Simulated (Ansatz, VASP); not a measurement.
# Ge in VASP and in Ansatz

The input INCAR:

```
SYSTEM = Ge
PREC     = Accurate       ! precision mode
ENCUT    = 520            ! plane-wave cutoff, eV
EDIFF    = 1E-6           ! SCF threshold, eV
ISMEAR   = -1             ! smearing method
SIGMA    = 0.05           ! smearing width, eV
LREAL    = .FALSE.        ! projectors in reciprocal space
LASPH    = .TRUE.         ! aspherical terms in the spheres
NELM     = 100            ! most SCF steps
ALGO     = Normal         ! electronic algorithm
ISIF     = 2              ! what is computed and relaxed
LWAVE    = .FALSE.        ! write WAVECAR
LCHARG   = .TRUE.         ! write CHGCAR
GGA      = CA             ! functional
LELF     = .TRUE.         ! ELF
LVHAR    = .TRUE.       
NBANDS   = 66             ! bands
```

Contents of KPOINTS:

```
Automatic mesh
0
G
  8 8 2
  0 0 0
```

Contents of POSCAR:

```
Ge
1.0
    4.0031158814      0.0000000000      0.0000000000
   -2.0015579407      3.4668000476      0.0000000000
    0.0000000000      0.0000000000     13.1567068600
Ge
8
Direct
    0.3333333333      0.6666666667      0.1559415700
    0.6666666667      0.3333333333      0.8440584300
    0.6666666667      0.3333333333      0.6559415700
    0.3333333333      0.6666666667      0.3440584300
    0.0000000000      0.0000000000      0.0931488400
    0.0000000000      0.0000000000      0.9068511600
    0.0000000000      0.0000000000      0.5931488400
    0.0000000000      0.0000000000      0.4068511600
```

The input input.yaml:

```yaml
crystal:
  lattice:
    - [4.0031158814, 0.0, 0.0]
    - [-2.0015579407, 3.4668000476, 0.0]
    - [0.0, 0.0, 13.15670686]
  atoms:
    - { symbol: Ge, position: [0.3333333333, 0.6666666667, 0.15594157] }
    - { symbol: Ge, position: [0.6666666667, 0.3333333333, 0.84405843] }
    - { symbol: Ge, position: [0.6666666667, 0.3333333333, 0.65594157] }
    - { symbol: Ge, position: [0.3333333333, 0.6666666667, 0.34405843] }
    - { symbol: Ge, position: [0.0, 0.0, 0.09314884] }
    - { symbol: Ge, position: [0.0, 0.0, 0.90685116] }
    - { symbol: Ge, position: [0.0, 0.0, 0.59314884] }
    - { symbol: Ge, position: [0.0, 0.0, 0.40685116] }
kpoints:
  mp_grid: { grid: [8, 8, 2] }
  band_path:
    path:
      - [0.0, 0.0, 0.0]
      - [0.5, 0.0, 0.0]
      - [0.3333333333, 0.3333333333, 0.0]
      - [0.0, 0.0, 0.0]
      - [0.0, 0.0, 0.5]
      - [0.5, 0.0, 0.5]
      - [0.3333333333, 0.3333333333, 0.5]
      - [0.0, 0.0, 0.5]
    npoints: 6
scf:
  occupations: { method: fermi_dirac, width: 0.05 }
hamiltonian:
  xc: lda
  pseudopotentials: { kind: all_electron, lapw: { basis_error: 0.002 } }
output:
  forces: true
  stress: true
  eigenvalues: true
```

Alike in both runs: functional LDA; k mesh 8 × 8 × 2; occupations fermi-dirac, width 0.05 eV; no spin polarisation.

|  | VASP | Ansatz |
| --- | --- | --- |
| version | VASP 6.6.1 | Ansatz 0.2.0 |
| potentials or method | VASP PAW LDA potentials, release 64 (Ge_d), cutoff 520 eV | all-electron LAPW, scalar-relativistic |
| task | single point | band structure |

Ansatz gave:

* pressure (GPa): -1.9
* traceless stress, the component that is largest in VASP (GPa): -0.19
* rms of the force components (eV/Å): 0.006

**Question.** Estimate VASP's values.

**Answer.** Pressure (GPa): -1.8; traceless stress, the component that is largest in VASP (GPa): -0.18; rms of the force components (eV/Å): 0.006.

LDA's correlation is that of Perdew and Zunger in VASP and of Perdew and Wang (1992) in Ansatz. Atom by atom the forces differ by 0.001 eV/Å (rms over components). Ansatz ran all-electron here, and VASP with PAW potentials.
